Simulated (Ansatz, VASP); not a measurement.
## One calculation of Hf, two programs

Contents of INCAR:

```
ALGO = Normal
EDIFF = 1E-6
ENCUT = 500
GGA = PS
GGA_COMPAT = F
ISIF = 2
ISMEAR = 1
LASPH = T
LCHARG = F
LREAL = F
LWAVE = F
NBANDS = 17
NELM = 120
PREC = Accurate
SIGMA = 0.15
```

Contents of KPOINTS:

```
k-points
0
Gamma
  12 12 7
```

File POSCAR:

```
Hf
1.0
    3.1425081750      0.0000000000      0.0000000000
   -1.5712540875      2.7214915098      0.0000000000
    0.0000000000      0.0000000000      4.9720580121
Hf
2
Direct
    0.3333333333      0.6666666667      0.2500000000
    0.6666666667      0.3333333333      0.7500000000
```

Input for Ansatz:

```yaml
crystal:
  lattice:
    - [3.142508174983765, 0.0, 0.0]
    - [-1.5712540874918826, 2.721491509779798, 0.0]
    - [0.0, 0.0, 4.972058012147805]
  atoms:
    - { symbol: Hf, position: [0.3333333333333333, 0.6666666666666666, 0.25] }
    - { symbol: Hf, position: [0.6666666666666666, 0.3333333333333333, 0.75] }
basis:
  ecutwfc: 557.833418042754
kpoints:
  mp_grid:
    grid: [12, 12, 7]
hamiltonian:
  xc: pbesol
scf:
  occupations:
    method: cold
    width: 0.15
output:
  stress: true
```

Alike in both runs: task single point; functional PBEsol; k mesh 12 × 12 × 7; no spin polarisation.

|  | VASP | Ansatz |
| --- | --- | --- |
| version | VASP 6.6.1 | Ansatz 0.2.0 |
| potentials or method | VASP PAW PBE potentials, release 64 (Hf_pv), cutoff 500 eV | plane waves, PAW |
| occupations | methfessel-paxton of order 1, width 0.15 eV | cold, width 0.15 eV |
| valence electrons in the cell | 20 | 52 |

VASP gave:

| Property | Result |
| --- | --- |
| pressure (GPa) | 1.6 |
| traceless stress, the component that is largest in VASP (GPa) | -0.08 |

Q: Estimate Ansatz's values.

A: Pressure (GPa): 1.9; traceless stress, the component that is largest in VASP (GPa): 0.09.

VASP's potentials were made for PBE, not for PBEsol. VASP's potentials hold 20 valence electrons a cell and Ansatz's 52, so a difference there can come from the potentials and not from the codes.

Neither program's run includes spin-orbit coupling.
